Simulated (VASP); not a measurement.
Here is a VASP 6.6.1 calculation.

Contents of INCAR:

```
ALGO     = Normal         # electronic algorithm
EDIFF    = 1E-6           # SCF threshold, eV
ENCUT    = 520            # plane-wave cutoff, eV
GGA      = PS             # functional
ISIF     = 2              # what is computed and relaxed
ISMEAR   = -1             # smearing method
LASPH    = T              # aspherical terms in the spheres
LCHARG   = F              # write CHGCAR
LREAL    = F              # projectors in reciprocal space
LWAVE    = F              # write WAVECAR
NBANDS   = 11             # bands
NELM     = 80             # most SCF steps
PREC     = Accurate       # precision mode
SIGMA    = 0.05           # smearing width, eV
```

The input KPOINTS:

```
k-points
0
Gamma
  10 10 10
```

POSCAR

```
MgO
1.0
    0.0000000000      2.2749918549      2.2749918549
    2.2749918549      0.0000000000      2.2749918549
    2.2749918549      2.2749918549      0.0000000000
Mg O
1 1
Direct
    0.5000000000      0.5000000000      0.5000000000
    0.7500000000      0.7500000000      0.7500000000
```

Potentials or basis: VASP PAW PBE potentials, release 64 (Mg, O).

Command:

```console
$ cat potpaw_PBE.64/Mg/POTCAR potpaw_PBE.64/O/POTCAR > POTCAR
$ mpirun -np 1 vasp_std > vasp.out
```

(1) Estimate the band gap on the k mesh.

(2) What does it give for the pressure?

## Answers

(1) 3.58 eV, direct.

(2) 1.8 GPa.

Caveat: the PAW data sets were made with another functional, which shifts forces and pressure a little.
